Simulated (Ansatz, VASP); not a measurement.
**Bi2Se3: VASP beside Ansatz**

```
Bi Se
1.0
     2.07150    1.19598    9.54533
    -2.07150    1.19598    9.54533
     0.00000   -2.39196    9.54533
Bi Se
2 3
Cartesian
  0.0000 0.0000 11.4773
  0.0000 0.0000 17.1587
  0.0000 0.0000 0.0000
  0.0000 0.0000 6.0622
  0.0000 0.0000 22.5738
```

Alike in both runs: task electric field gradients; functional PBE; k mesh 9 × 9 × 9; occupations fermi-dirac, width 0.02 eV; no spin polarisation.

|  | VASP | Ansatz |
| --- | --- | --- |
| version | VASP 6.6.1 | Ansatz 0.2.0 |
| potentials or method | VASP PAW PBE potentials, release 64 (Bi_d, Se) | plane-wave PAW, scalar-relativistic |
| plane-wave cutoff (eV) | 520 | 420 |
| valence electrons in the cell | 48 | 78 |

|  | VASP | Ansatz | Ansatz less VASP |
| --- | --- | --- | --- |
| pressure (GPa) | 2.6 | 2.5 | -0.02 |
| rms of the force components (eV/Å) | 0.086 | 0.080 | -0.0056 |
| size of Vzz on the site where it differs most (V/Å²) | 10.4 | 7.6 | -2.75 |

Atom by atom the forces differ by 0.006 eV/Å (rms over components). VASP's potentials hold 48 valence electrons a cell and Ansatz's 78, so a difference there can come from the potentials and not from the codes.

Spin-orbit coupling is off throughout.
